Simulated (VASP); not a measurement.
# TiSi2 (Immm) in VASP: a series of runs

The runs below take TiSi2 through single point, with PBEsol.

All numbers are computed with VASP 6.6.1; they aren't measurements. Logs are shortened: lines on timing, memory, paths and dates and some standing lists are left out, and cuts for length are marked.

**1. The cell of the first run**

It takes space group Immm (No. 71, orthorhombic). Conventional cell: a = 2.973 Å, b = 3.433 Å, c = 8.444 Å, α = 90.00°, β = 90.00°, γ = 90.00°. Within 3.6 Å of Ti (site symmetry mmm) lie 10 Si at 2.71 to 2.73 Å and 4 Ti at 2.97 to 3.43 Å. Si (site symmetry mm2) has 9 Si at 2.57 to 3.43 Å and 5 Ti at 2.71 to 2.73 Å within 3.5 Å.

**2. Single point, PBEsol (atoms shifted along a free coordinate)**

INCAR reads:

```
SYSTEM = TiSi2
PREC = Accurate ; ENCUT = 520
EDIFF = 1E-6 ; ISMEAR = 0
SIGMA = 0.15 ; LREAL = .FALSE.
LASPH = .TRUE. ; NELM = 60
ALGO = Normal ; ISIF = 2
LWAVE = .FALSE. ; LCHARG = .FALSE.
GGA = PS ; NBANDS = 17
```

KPOINTS reads:

```
regular mesh
0
G
  18 18 18
  0 0 0
```

POSCAR reads:

```
TiSi2
1.0
   -1.4863302004      1.7164617857      4.2217888096
    1.4863302004     -1.7164617857      4.2217888096
    1.4863302004      1.7164617857     -4.2217888096
Ti Si
1 2
Direct
    0.0000000000      0.0000000000      0.0000000000
    0.3213883304      0.3213883304      0.0000000000
    0.6786116696      0.6786116696      0.0000000000
```

Potentials or basis: VASP PAW PBE potentials, release 64 (Ti_sv, Si).

Run with:

```sh
$ cat potpaw_PBE.64/Ti_sv/POTCAR potpaw_PBE.64/Si/POTCAR > POTCAR
$ mpirun -np 1 vasp_std > vasp.out
```

OUTCAR:

```text
SYSTEM = TiSi2
   PREC = Accurate
   ENCUT = 520
   EDIFF = 1E-6
   ISMEAR = 0
   LREAL = .FALSE.
   LASPH = .TRUE.
   NELM = 60
   ISIF = 2
   GGA = PS

 ion  position               nearest neighbor table
   1  0.000  0.000  0.000-   2 2.71   3 2.71   3 2.73   2 2.73   3 2.73   3 2.73   3 2.73   2 2.73
                             2 2.73   2 2.73
   2  0.321  0.321  0.000-   3 2.57   3 2.57   3 2.57   3 2.57   1 2.71   1 2.73   1 2.73   1 2.73
                             1 2.73   3 3.02
   3  0.679  0.679  0.000-   2 2.57   2 2.57   2 2.57   2 2.57   1 2.71   1 2.73   1 2.73   1 2.73
                             1 2.73   2 3.02

  LATTYP: Found a body centered orthorhombic cell.
 ALAT       =     2.9726604008
 B/A-ratio  =     1.1548320725
 C/A-ratio  =     2.8404111068

  Lattice vectors:

 A1 = (  -1.4863302004,   1.7164617857,   4.2217888096)
 A2 = (   1.4863302004,  -1.7164617857,   4.2217888096)
 A3 = (   1.4863302004,   1.7164617857,  -4.2217888096)

Analysis of symmetry for initial positions (statically):
=====================================================================
 Subroutine PRICEL returns:
 Original cell was already a primitive cell.

 Routine SETGRP: Setting up the symmetry group for a
 body centered orthorhombic supercell.

 Subroutine GETGRP returns: Found  8 space group operations
 (whereof  8 operations were pure point group operations)
 out of a pool of  8 trial point group operations.

The static configuration has the point symmetry D_2h.

Analysis of symmetry for dynamics (positions and initial velocities):
=====================================================================
 Subroutine PRICEL returns:
 Original cell was already a primitive cell.

 Routine SETGRP: Setting up the symmetry group for a
 body centered orthorhombic supercell.

 Subroutine GETGRP returns: Found  8 space group operations
 (whereof  8 operations were pure point group operations)
 out of a pool of  8 trial point group operations.

The dynamic configuration has the point symmetry D_2h.

 Subroutine INISYM returns: Found  8 space group operations
 (whereof  8 operations are pure point group operations),
 and found     1 'primitive' translations

----------------------------------------------------------------------------------------

                                     Primitive cell

  volume of cell :      43.0830

  direct lattice vectors                    reciprocal lattice vectors
    -1.486330200  1.716461786  4.221788810     0.000000000  0.291296902  0.118433210
     1.486330200 -1.716461786  4.221788810     0.336399005  0.000000000  0.118433210
     1.486330200  1.716461786 -4.221788810     0.336399005  0.291296902  0.000000000

  length of vectors
     4.793633202  4.793633202  4.793633202     0.314452397  0.356638074  0.444992332

  position of ions in fractional coordinates (direct lattice)
     0.000000000  0.000000000  0.000000000
     0.321388330  0.321388330  0.000000000
     0.678611670  0.678611670  0.000000000

  ion indices of the primitive-cell ions
   primitive index   ion index
                 1           1
                 2           2
                 3           3

----------------------------------------------------------------------------------------

 KPOINTS: regular mesh

Automatic generation of k-mesh.
 Grid dimensions read from file:
 generate k-points for:   18   18   18

 Generating k-lattice:

  Cartesian coordinates                     Fractional coordinates (reciprocal lattice)
     0.000000000  0.016183161  0.006579623     0.055555556 -0.000000000  0.000000000
     0.018688834  0.000000000  0.006579623    -0.000000000  0.055555556  0.000000000
     0.018688834  0.016183161  0.000000000     0.000000000 -0.000000000  0.055555556

  Length of vectors
     0.017469578  0.019813226  0.024721796

  Shift w.r.t. Gamma in fractional coordinates (k-lattice)
     0.000000000  0.000000000  0.000000000

 Subroutine IBZKPT returns following result:
 ===========================================

 Found    865 irreducible k-points:

 Following reciprocal coordinates:
            Coordinates               Weight
  0.000000  0.000000  0.000000      1.000000
  0.055556 -0.000000  0.000000      4.000000
  0.111111 -0.000000  0.000000      4.000000
  0.166667  0.000000  0.000000      4.000000
  0.222222  0.000000 -0.000000      4.000000
  0.277778  0.000000  0.000000      4.000000
[... 16 lines left out ...]
 -0.333333  0.055556  0.000000      8.000000
 -0.277778  0.055556  0.000000      8.000000
 [... further k-points ...]
   k-points           NKPTS =    865   k-points in BZ     NKDIM =    865   number of bands    NBANDS=     17
   number of dos      NEDOS =    301   number of ions     NIONS =      3
   total plane-waves  NPLWV =  46656
   dimension x,y,z NGX =    36 NGY =   36 NGZ =   36
   dimension x,y,z NGXF=    72 NGYF=   72 NGZF=   72
   ions per type =               1   2
   NGX,Y,Z   is equivalent  to a cutoff of  12.49, 12.49, 12.49 a.u.
   NGXF,Y,Z  is equivalent  to a cutoff of  24.97, 24.97, 24.97 a.u.
 SYSTEM =  TiSi2
   PREC   = accura    normal or accurate (medium, high low for compatibility)
   ISTART =      0    job   : 0-new  1-cont  2-samecut
   ICHARG =      2    charge: 1-file 2-atom 10-const
   ISPIN  =      1    spin polarized calculation?
   LNONCOLLINEAR =      F non collinear calculations
   LSORBIT =      F    spin-orbit coupling
   LASPH  =      T    aspherical Exc in radial PAW
   ENCUT  =  520.0 eV  38.22 Ry    6.18 a.u.   8.91  8.91  8.91*2*pi/ulx,y,z
   NELM   =     60;   NELMIN=  2; NELMDL= -5     # of ELM steps
   EDIFF  = 0.1E-05   stopping-criterion for ELM
   LREAL  =      F    real-space projection
[... 7 lines left out ...]
   TEBEG  =    0.0;   TEEND  =   0.0 temperature during run
   PSTRESS=    0.0 pullay stress
   NELECT =      20.0000    total number of electrons
   NUPDOWN=      -1.0000    fix difference up-down
   EMIN   =  10.00;   EMAX   =-10.00  energy-range for DOS
   EFERMI =   0.00;   METHOD = LEGACY
   ISMEAR =     0;   SIGMA  =   0.15  broadening in eV -4-tet -1-fermi 0-gaus
   EFERMI_NEDOS =   21; number of points for ismear=-14 and -15
   IALGO  =     38    algorithm
   IMIX   =      4    mixing-type and parameters
     AMIX     =   0.40;   BMIX     =  1.00
     AMIX_MAG =   1.60;   BMIX_MAG =  1.00
  volume/ion in A,a.u.               =      14.36        96.91
  Fermi-wavevector in a.u.,A,eV,Ry     =   1.267602  2.395420 21.862036  1.606814
  Thomas-Fermi vector in A             =   2.400741
   LORBIT       =      0    0 simple, 1 ext, 2 COOP (PROOUT), +10 PAW based schemes
   GGA     = PS    functional components
   LHFCALC =     F    Hartree Fock is set to
   AEXX    =    0.0000 exact exchange contribution
   IVDW    =     0    specifies the selected vdW correction
   LEPSILON=     F    determine dielectric tensor
   LRPA    =     F    only Hartree local field effects (RPA)
 non-spin polarized calculation
 Gauss-broadening in eV      SIGMA  =   0.15
  energy-cutoff  :      520.00
  volume of cell :       43.08
 maximum number of plane-waves:      1186
   NGX = 17   NGY = 17   NGZ = 17

 number of electron      19.9999998 magnetization

 Free energy of the ion-electron system (eV)
  ---------------------------------------------------
  ext. energy  EPLUGINS =         0.00000000
  ---------------------------------------------------
  free energy    TOTEN  =       -21.26713137 eV

  energy without entropy =      -21.24973706  energy(sigma->0) =      -21.25843422

 E-fermi :   9.7840     XC(G=0): -11.7106

 val. band max:        9.7820748985   @ k =  -0.3889  -0.3889   0.1111
 cond. band min:       9.7843470697   @ k =   0.5000   0.1667   0.0556
 fundamental gap:      0.0022721713
 Fermi energy:         9.7839923162

 k-point     1 :       0.0000    0.0000    0.0000
  band No.  band energies     occupation
      1     -46.3518      2.00000
      2     -22.7695      2.00000
      3     -22.7535      2.00000
      4     -22.5228      2.00000
      5      -2.8651      2.00000
      6       5.3847      2.00000
[... 9 lines left out ...]
     16      14.8331      0.00000
     17      15.1234      0.00000

 k-point     2 :       0.0556   -0.0000    0.0000
  band No.  band energies     occupation
      1     -46.3517      2.00000
      2     -22.7693      2.00000
      3     -22.7561      2.00000
      4     -22.5226      2.00000
      5      -2.8207      2.00000
      6       5.1792      2.00000
[... 9 lines left out ...]
     16      14.8015      0.00000
     17      15.1816      0.00000

 k-point     3 :       0.1111   -0.0000    0.0000
  band No.  band energies     occupation
      1     -46.3511      2.00000
      2     -22.7687      2.00000
      3     -22.7639      2.00000
      4     -22.5221      2.00000
      5      -2.6881      2.00000
      6       4.8400      2.00000
[... 9 lines left out ...]
     16      14.7347      0.00000
     17      15.3480      0.00000

 k-point     4 :       0.1667    0.0000    0.0000
  band No.  band energies     occupation
      1     -46.3503      2.00000
      2     -22.7758      2.00000
      3     -22.7678      2.00000
      4     -22.5213      2.00000
      5      -2.4692      2.00000
      6       4.4197      2.00000
[... 9 lines left out ...]
     16      15.2644      0.00000
     17      15.6022      0.00000
[... 343 lines left out ...]
      1     -46.3455      2.00000
      2     -22.8304      2.00000
      3     -22.7622      2.00000
      4     -22.5267      2.00000
      5      -0.8123      2.00000
      6       1.9038      2.00000
[... 9 lines left out ...]
     16      16.0335      0.00000
     17      17.6699      0.00000

 k-point    23 :      -0.3333    0.0556    0.0000
  band No.  band energies     occupation
      1     -46.3463      2.00000
      2     -22.8187      2.00000
      3     -22.7630      2.00000
      4     -22.5275      2.00000
      5      -1.3300      2.00000
      6       2.6337      2.00000
[... 9 lines left out ...]
     16      16.5321      0.00000
     17      17.3914      0.00000

 k-point    24 :      -0.2778    0.0556    0.0000
  band No.  band energies     occupation
      1     -46.3473      2.00000
      2     -22.8044      2.00000
      3     -22.7641      2.00000
      4     -22.5286      2.00000
      5      -1.7784      2.00000
      6       3.3649      2.00000
[... 9 lines left out ...]
     16      16.8513      0.00000
     17      17.1328      0.00000

 [... further k-points ...]

------------------------ aborting loop because EDIFF is reached ----------------------------------------

  FORCE on cell =-STRESS in cart. coord.  units (eV):
  Direction    XX          YY          ZZ          XY          YZ          ZX
  --------------------------------------------------------------------------------------
  -------------------------------------------------------------------------------------
  Total       -1.0278083     -1.8653182     -1.1239097      0.0000000      0.0000000      0.0000000
  in kB      -38.2222947    -69.3677427    -41.7961310      0.0000000      0.0000000      0.0000000
  external PRESSURE =     -49.7953895 kB  Pullay stress =       0.0000000 kB

 VOLUME and BASIS-vectors are now :
 -----------------------------------------------------------------------------
  energy-cutoff  :      520.00
  volume of cell :       43.08
      direct lattice vectors                 reciprocal lattice vectors
    -1.486330200  1.716461786  4.221788810     0.000000000  0.291296902  0.118433210
     1.486330200 -1.716461786  4.221788810     0.336399005  0.000000000  0.118433210
     1.486330200  1.716461786 -4.221788810     0.336399005  0.291296902  0.000000000

 POSITION                                       TOTAL-FORCE (eV/Angst)
 -----------------------------------------------------------------------------------
      0.00000      0.00000      0.00000        -0.000000      0.000000     -0.000000
      0.00000      0.00000      2.71367         0.000000     -0.000000      0.657950
      0.00000      0.00000      5.72991        -0.000000      0.000000     -0.657950
 -----------------------------------------------------------------------------------
    total drift:                               -0.000000     -0.000000     -0.000000

  FREE ENERGIE OF THE ION-ELECTRON SYSTEM (eV)
  ---------------------------------------------------
  free  energy   TOTEN  =       -21.2671313710 eV

  energy  without entropy=      -21.2497370604  energy(sigma->0) =      -21.25843422
```

It took 7.5 min on 1 thread of Intel Xeon 6975P-C (Granite Rapids), shared host; peak memory 0.67 GiB.

Results:

```
Free energy            : -21.2671 eV
Pressure               : -5.0 GPa
Largest force          : 0.658 eV/Å
Band gap on the k mesh : zero (bands 10 and 11 overlap by 2.17 eV)
```

Forces on the atoms (eV/Å):
```
Ti   0.000  0.000  0.000
Si   0.000  0.000  0.658
Si   0.000  0.000 -0.658
```

Caveat: the cell differs from its parent crystal (atoms shifted along a free coordinate); the cell stands under tension; the PAW data sets were made with another functional, which shifts forces and pressure a little.

**3. Single point, PBEsol (atoms shifted along a free coordinate)**

INCAR reads:

```
SYSTEM = TiSi2
PREC = Accurate
ENCUT = 520
EDIFF = 1E-6
ISMEAR = 0
SIGMA = 0.15
LREAL = .FALSE.
LASPH = .TRUE.
NELM = 80
ALGO = Normal
ISIF = 2
LWAVE = .FALSE.
LCHARG = .FALSE.
GGA = PS
NBANDS = 17
```

KPOINTS reads:

```
Automatic mesh
0
G
  18 18 18
  0 0 0
```

POSCAR reads:

```
TiSi2
1.0
   -1.4863302004      1.7164617857      4.2217888096
    1.4863302004     -1.7164617857      4.2217888096
    1.4863302004      1.7164617857     -4.2217888096
Ti Si
1 2
Direct
    0.0000000000      0.0000000000      0.0000000000
    0.3393869458      0.3393869458      0.0000000000
    0.6606130542      0.6606130542      0.0000000000
```

Potentials or basis: VASP PAW PBE potentials, release 64 (Ti_sv, Si).

Run with:

```sh
$ cat potpaw_PBE.64/Ti_sv/POTCAR potpaw_PBE.64/Si/POTCAR > POTCAR
$ mpirun -np 1 vasp_std > vasp.out
```

Run time: 6.9 min. Hardware: 1 thread of Intel Xeon 6975P-C (Granite Rapids), shared host; peak memory 0.67 GiB.

The run converged. Its results:

| Item | Value |
| --- | --- |
| Free energy | -21.2733 eV |
| Pressure | -4.2 GPa |
| Largest force | 0.610 eV/Å |
| Band gap on the k mesh | zero (bands 10 and 11 overlap by 2.49 eV) |

Forces on the atoms (eV/Å):
```
Ti   0.000  0.000  0.000
Si   0.000  0.000 -0.610
Si   0.000  0.000  0.610
```

Stress tensor (GPa, compression positive):
```
-4.62  0.00  0.00
 0.00 -2.55  0.00
 0.00  0.00 -5.37
```

Levels at points of the mesh, in eV from the Fermi level:
```csv
k point,band 8,band 9,band 10,band 11,band 12,band 13
"(0.00, 0.00, 0.00)",-1.76,-0.68,0.87,2.30,2.55,2.76
"(0.50, 0.00, 0.00)",-3.80,-0.59,0.72,2.05,2.54,3.53
"(0.00, 0.50, 0.00)",-3.56,-1.09,-0.33,1.04,3.24,3.42
"(0.50, 0.50, 0.00)",-4.32,-2.64,-1.32,-0.96,2.89,3.13
"(0.50, 0.50, 0.50)",-0.88,-0.07,0.45,1.93,2.35,2.61
```

Caveat: the cell differs from its parent crystal (atoms shifted along a free coordinate); the cell stands under tension; the PAW data sets were made with another functional, which shifts forces and pressure a little.
